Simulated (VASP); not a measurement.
Here is a VASP 6.6.1 calculation.

Contents of INCAR:

```
SYSTEM = GaN
ALGO = Normal
EDIFF = 1E-8
ENCUT = 520
GGA = PS
ISIF = 2
ISMEAR = -1
LASPH = .TRUE.
LCHARG = .FALSE.
LEFG = .TRUE.
LREAL = .FALSE.
LWAVE = .FALSE.
NBANDS = 16
NELM = 80
PREC = Accurate
SIGMA = 0.02
```

Contents of KPOINTS:

```
k-points
0
G
  13 13 13
  0 0 0
```

Contents of POSCAR:

```
GaN
1.0
    0.0000000000      1.9925000000      1.9327250000
    1.9925000000      0.0000000000      1.9327250000
    1.9925000000      1.9925000000      0.0000000000
Ga N
1 1
Direct
    0.5000000000      0.5000000000      0.5000000000
    0.0000000000      0.0000000000      0.0000000000
```

Potentials or basis: VASP PAW PBE potentials, release 64 (Ga_d, N).

Command:

```sh
$ cat potpaw_PBE.64/Ga_d/POTCAR potpaw_PBE.64/N/POTCAR > POTCAR
$ mpirun -np 1 vasp_std > vasp.out
```

Q: Estimate the band gap on the k mesh.

A: 1.75 eV, indirect (least direct gap 5.54 eV).

Q: Predict the pressure.

A: 75.5 GPa.

Stress tensor (GPa, compression positive):
```
69.50  0.00  0.00
 0.00 69.50  0.00
 0.00  0.00 87.37
```

Caveat: the cell differs from its parent crystal (zz strain of -3 %); without QUAD_EFG the Cq values of the log hold for a quadrupole moment of 1 mb, not for the nuclei; the PAW data sets were made with another functional, which shifts forces and pressure a little. A k mesh can miss the band edges.
